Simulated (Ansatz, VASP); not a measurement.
## PbO in VASP and in Ansatz

The input INCAR:

```
PREC = Accurate ; ENCUT = 520
EDIFF = 1E-6 ; ISMEAR = 0
SIGMA = 0.05 ; LREAL = F
LASPH = T ; NELM = 100
ALGO = Normal ; ISIF = 2
LWAVE = F ; LCHARG = T
GGA = PS ; LELF = T
LVHAR = T ; NBANDS = 28
```

The input KPOINTS:

```
Automatic mesh
0
Gamma
  8 8 6
```

File POSCAR:

```
PbO
1.0
    4.0936320000      0.0000000000      0.0000000000
    0.0000000000      3.8551680000      0.0000000000
    0.0000000000      0.0000000000      5.0220000000
Pb O
2 2
Direct
    0.0000000000      0.5000000000      0.2351000000
    0.5000000000      0.0000000000      0.7649000000
    0.0000000000      0.0000000000      0.0000000000
    0.5000000000      0.5000000000      0.0000000000
```

Input for Ansatz:

```yaml
crystal:
  lattice:
    - [4.093632, 0.0, 0.0]
    - [0.0, 3.855168, 0.0]
    - [0.0, 0.0, 5.022]
  atoms:
    - { symbol: Pb, position: [0.0, 0.5, 0.2351] }
    - { symbol: Pb, position: [0.5, 0.0, 0.7649] }
    - { symbol: O, position: [0.0, 0.0, 0.0] }
    - { symbol: O, position: [0.5, 0.5, 0.0] }
basis:
  ecutwfc: 420
kpoints:
  mp_grid: { grid: [8, 8, 6] }
hamiltonian:
  xc: pbesol
scf:
  occupations: { method: gaussian, width: 0.05 }
output:
  forces: true
  stress: true
  eigenvalues: true
```

Change from the starting cell: strain +0.0300 x Voigt [1, -1, 0, 0, 0, 0], atoms carried along.

Alike in both runs: task single point; functional PBEsol; k mesh 8 × 8 × 6; occupations gaussian, width 0.05 eV; no spin polarisation.

|  | VASP | Ansatz |
| --- | --- | --- |
| version | VASP 6.6.1 | Ansatz 0.2.0 |
| potentials or method | VASP PAW PBE potentials, release 64 (Pb_d, O), cutoff 520 eV | scalar-relativistic, plane waves, PAW |
| valence electrons in the cell | 40 | 40 |

|  | VASP | Ansatz | Ansatz less VASP |
| --- | --- | --- | --- |
| gap on the k mesh at the Fermi level (eV) | 1.16 | 1.16 | -0.006 |
| least direct gap on the mesh (eV) | 2.26 | 2.27 | +0.016 |
| pressure (GPa) | 1.4 | 1.3 | -0.10 |
| traceless stress, the component that is largest in VASP (GPa) | 2.27 | 2.21 | -0.064 |
| rms of the force components (eV/Å) | 0.222 | 0.210 | -0.0120 |

VASP's potentials were made for PBE, not for PBEsol. Atom by atom the forces differ by 0.020 eV/Å (rms over components).

Spin-orbit coupling is off throughout.
